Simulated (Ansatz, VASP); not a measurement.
## CdTe in VASP and in Ansatz

```
Cd Te
1.0
     7.31005    0.00000    0.00000
    -3.65502    6.33069    0.00000
     0.00000    0.00000    4.07868
Cd Te
3 3
Direct
  0.50000 0.00000 0.00000
  0.50000 0.50000 0.00000
  0.00000 0.50000 0.00000
  0.00000 0.00000 0.00000
  0.33333 0.66667 0.50000
  0.66667 0.33333 0.50000
```

Alike in both runs: functional r2SCAN; k mesh 6 × 6 × 10; occupations gaussian, width 0.1 eV; no spin polarisation.

Ansatz relaxed the structure, and its values are those at the end. VASP's run is a single point on that final structure, the one shown.

|  | VASP | Ansatz |
| --- | --- | --- |
| version | VASP 6.6.1 | Ansatz 0.2.0 |
| potentials or method | VASP PAW PBE potentials, release 64 (Cd, Te), cutoff 520 eV | scalar-relativistic, plane waves, PAW |
| valence electrons in the cell | 54 | 108 |

VASP gave:

```
gap on the k mesh at the Fermi level (eV) : none
pressure (GPa)                            : 0.2
```

Task: What did Ansatz give for the same quantities?

Result: gap on the k mesh at the Fermi level (eV): none; pressure (GPa): 0.0.

VASP's potentials were made for PBE, not for r2SCAN. A gap of «none» marks a metal or a gap that the smearing closes. VASP's potentials hold 54 valence electrons a cell and Ansatz's 108, so a difference there can come from the potentials and not from the codes.

Spin-orbit coupling is off throughout.
